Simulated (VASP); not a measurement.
KCl, 2 atoms in the cell. It takes space group Fm-3m (No. 225, cubic). Conventional cell: a = 6.378 Å, b = 6.378 Å, c = 6.378 Å, α = 90.00°, β = 90.00°, γ = 90.00°. K (site symmetry m-3m) has 6 Cl at 3.19 Å within 4.2 Å. Within 4.2 Å of Cl (site symmetry m-3m) lie 6 K at 3.19 Å. 

```yaml
Program: VASP 6.6.1
Task: single point
Functional: PBE
Potentials_or_basis: VASP PAW PBE potentials, release 64 (K_sv, Cl)
Cutoff: 500 eV
k_mesh: 6 × 6 × 6
Occupations: fermi-dirac, width 0.1 eV
Spin: no spin polarisation
Dipole_correction: no
Further_INCAR_settings: ALGO = Normal; EDIFF = 1e-06; NBANDS = 15
```

Potentials or basis: VASP PAW PBE potentials, release 64 (K_sv, Cl).

Command:

```bash
$ cat potpaw_PBE.64/K_sv/POTCAR potpaw_PBE.64/Cl/POTCAR > POTCAR
$ mpirun -np 1 vasp_std > vasp.out
```

Hardware: 1 thread of Intel Xeon 8259CL, with other jobs on the host.

Question: Estimate the wall time of this run.

Answer: Wall time 19 s on 1 thread of Intel Xeon 8259CL, on a shared host, peak memory 0.2 GiB. Counts: scf iterations 13, k points 16.
